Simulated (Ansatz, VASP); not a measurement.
ZnCd7S8: VASP beside Ansatz

Contents of INCAR:

```
SYSTEM = ZnCd7S8
PREC = Accurate
ENCUT = 520
EDIFF = 1E-6
ISMEAR = 0
SIGMA = 0.1
LREAL = Auto
LASPH = .True.
NELM = 80
ALGO = Normal
ISIF = 2
LWAVE = .False.
LCHARG = .False.
GGA = PS
NBANDS = 86
```

File KPOINTS:

```
regular mesh
0
Gamma
  4 3 3
  0 0 0
```

Contents of POSCAR:

```
ZnCd7S8
1.0
    0.0000000000      0.0000000000     -6.6701763600
    4.1088365600      7.1167136800      0.0000000000
    4.1088365600     -7.1167136800      0.0000000000
Zn Cd S
1 7 8
Direct
    0.0000000000      0.1666666700      0.3333333300
    0.0000000000      0.1666666700      0.8333333300
    0.0000000000      0.6666666700      0.3333333300
    0.0000000000      0.6666666700      0.8333333300
    0.5000000000      0.3333333300      0.6666666700
    0.5000000000      0.3333333300      0.1666666700
    0.5000000000      0.8333333300      0.6666666700
    0.5000000000      0.8333333300      0.1666666700
    0.6250000000      0.1666666700      0.3333333300
    0.6250000000      0.1666666700      0.8333333300
    0.6250000000      0.6666666700      0.3333333300
    0.6250000000      0.6666666700      0.8333333300
    0.1250000000      0.3333333300      0.6666666700
    0.1250000000      0.3333333300      0.1666666700
    0.1250000000      0.8333333300      0.6666666700
    0.1250000000      0.8333333300      0.1666666700
```

Input for Ansatz:

```yaml
crystal:
  lattice:
    - [0.0, 0.0, -6.67017636]
    - [4.10883656, 7.11671368, 0.0]
    - [4.10883656, -7.11671368, 0.0]
  atoms:
    - { symbol: Zn, position: [0.0, 0.16666667, 0.33333333] }
    - { symbol: Cd, position: [0.0, 0.16666667, 0.83333333] }
    - { symbol: Cd, position: [0.0, 0.66666667, 0.33333333] }
    - { symbol: Cd, position: [0.0, 0.66666667, 0.83333333] }
    - { symbol: Cd, position: [0.5, 0.33333333, 0.66666667] }
    - { symbol: Cd, position: [0.5, 0.33333333, 0.16666667] }
    - { symbol: Cd, position: [0.5, 0.83333333, 0.66666667] }
    - { symbol: Cd, position: [0.5, 0.83333333, 0.16666667] }
    - { symbol: S, position: [0.625, 0.16666667, 0.33333333] }
    - { symbol: S, position: [0.625, 0.16666667, 0.83333333] }
    - { symbol: S, position: [0.625, 0.66666667, 0.33333333] }
    - { symbol: S, position: [0.625, 0.66666667, 0.83333333] }
    - { symbol: S, position: [0.125, 0.33333333, 0.66666667] }
    - { symbol: S, position: [0.125, 0.33333333, 0.16666667] }
    - { symbol: S, position: [0.125, 0.83333333, 0.66666667] }
    - { symbol: S, position: [0.125, 0.83333333, 0.16666667] }
basis:
  ecutwfc: 420
kpoints:
  mp_grid: { grid: [4, 3, 3] }
hamiltonian:
  xc: pbesol
scf:
  occupations: { method: gaussian, width: 0.1 }
output:
  forces: true
  stress: true
  eigenvalues: true
```

Alike in both runs: task single point; functional PBEsol; k mesh 4 × 3 × 3; occupations gaussian, width 0.1 eV; no spin polarisation.

|  | VASP | Ansatz |
| --- | --- | --- |
| version | VASP 6.6.1 | Ansatz 0.2.0 |
| potentials or method | VASP PAW PBE potentials, release 64 (Zn, Cd, S), cutoff 520 eV | scalar-relativistic, plane waves, PAW |
| valence electrons in the cell | 144 | 200 |

```tsv
	VASP	Ansatz	Ansatz less VASP
gap on the k mesh at the Fermi level (eV)	1.13	1.12	-0.004
least direct gap on the mesh (eV)	1.13	1.12	-0.004
pressure (GPa)	-0.2	-0.6	-0.44
traceless stress, the component that is largest in VASP (GPa)	0.44	0.42	-0.020
rms of the force components (eV/Å)	0.301	0.292	-0.0089
```

VASP's potentials were made for PBE, not for PBEsol. Atom by atom the forces differ by 0.009 eV/Å (rms over components). VASP's potentials hold 144 valence electrons a cell and Ansatz's 200, so a difference there can come from the potentials and not from the codes.
